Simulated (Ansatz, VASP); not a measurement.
## Bi: VASP beside Ansatz

```
Bi
1.0
    -1.70907    2.09384    1.96869
     1.70907   -2.09384    1.96869
     1.70907    2.09384   -1.96869
Bi
1
Direct
  0.00000 0.00000 0.00000
```

Change from the starting cell: strain +e along x and -e along y -0.1000, strain +e along z and -e/2 along x and y +0.0233.

Alike in both runs: task single point; functional PBEsol; dispersion D3(BJ); k mesh 16 × 16 × 16; occupations gaussian, width 0.15 eV; no spin polarisation.

```csv
,VASP,Ansatz
version,VASP 6.6.1,Ansatz 0.2.0
potentials or method,"VASP PAW PBE potentials, release 64 (Bi_d), cutoff 520 eV","scalar-relativistic, plane waves, PAW"
valence electrons in the cell,15,15
```

|  | VASP | Ansatz | Ansatz less VASP |
| --- | --- | --- | --- |
| gap on the k mesh at the Fermi level (eV) | none | none | - |
| pressure (GPa) | 1.6 | 1.6 | +0.06 |
| traceless stress, the component that is largest in VASP (GPa) | -0.90 | -0.91 | -0.002 |

VASP's potentials were made for PBE, not for PBEsol. A gap of «none» marks a metal or a gap that the smearing closes.

Spin-orbit coupling is off throughout.
